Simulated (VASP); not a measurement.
Wanted: the native input for a VASP 6.6.1 run.

| Item | Value |
| --- | --- |
| Task | single point |
| Functional | PBEsol |
| Potentials or basis | VASP PAW PBE potentials, release 64 (Si, Ni) |
| Cutoff | 520 eV |
| k mesh | 10 × 10 × 3 |
| Occupations | gaussian, width 0.1 eV |
| Spin | no spin polarisation |
| Dipole correction | no |
| Further INCAR settings | LREAL = Auto; ALGO = Fast; EDIFF = 1e-07; NBANDS = 82 |

The structure of SiNi3 lies in POSCAR:

```
SiNi3
1.0
    3.4612022787      0.0000000000      0.0000000000
    0.0000000000      3.4612022787      0.0000000000
    0.0000000000      0.0000000000     13.8448091149
Si Ni
4 12
Direct
    0.0000000000      0.0000000000      0.0000000000
    0.0000000000      0.0000000000      0.2500000000
    0.5000000000      0.5000000000      0.5000000000
    0.5000000000      0.5000000000      0.7500000000
    0.0000000000      0.5000000000      0.1250000000
    0.5000000000      0.0000000000      0.1250000000
    0.5000000000      0.5000000000      0.0000000000
    0.0000000000      0.5000000000      0.3750000000
    0.5000000000      0.0000000000      0.3750000000
    0.5000000000      0.5000000000      0.2500000000
    0.0000000000      0.0000000000      0.5000000000
    0.0000000000      0.5000000000      0.6250000000
    0.5000000000      0.0000000000      0.6250000000
    0.0000000000      0.0000000000      0.7500000000
    0.0000000000      0.5000000000      0.8750000000
    0.5000000000      0.0000000000      0.8750000000
```

The input as run:

INCAR

```
PREC     = Accurate       # precision mode
ENCUT    = 520            # plane-wave cutoff, eV
EDIFF    = 1E-7           # SCF threshold, eV
ISMEAR   = 0              # smearing method
SIGMA    = 0.1            # smearing width, eV
LREAL    = Auto         
LASPH    = True           # aspherical terms in the spheres
NELM     = 60             # most SCF steps
ALGO     = Fast           # electronic algorithm
ISIF     = 2              # what is computed and relaxed
LWAVE    = False          # write WAVECAR
LCHARG   = False          # write CHGCAR
GGA      = PS             # functional
NBANDS   = 82             # bands
```

KPOINTS

```
regular mesh
0
Gamma
  10 10 3
```

Potentials or basis: VASP PAW PBE potentials, release 64 (Si, Ni).

Command:

```bash
$ cat potpaw_PBE.64/Si/POTCAR potpaw_PBE.64/Ni/POTCAR > POTCAR
$ mpirun -np 1 vasp_std > vasp.out
```

It gave:

```json
{
 "Pressure": "1.0 GPa",
 "Largest force": "0.250 eV/Å",
 "Band gap on the k mesh": "zero (bands 68 and 69 overlap by 0.53 eV)"
}
```

Caveat: the PAW data sets were made with another functional, which shifts forces and pressure a little.

Wall time 32 min on 1 thread of Oxide Virtual Turin-like Processor (shared host), peak memory 0.46 GiB.
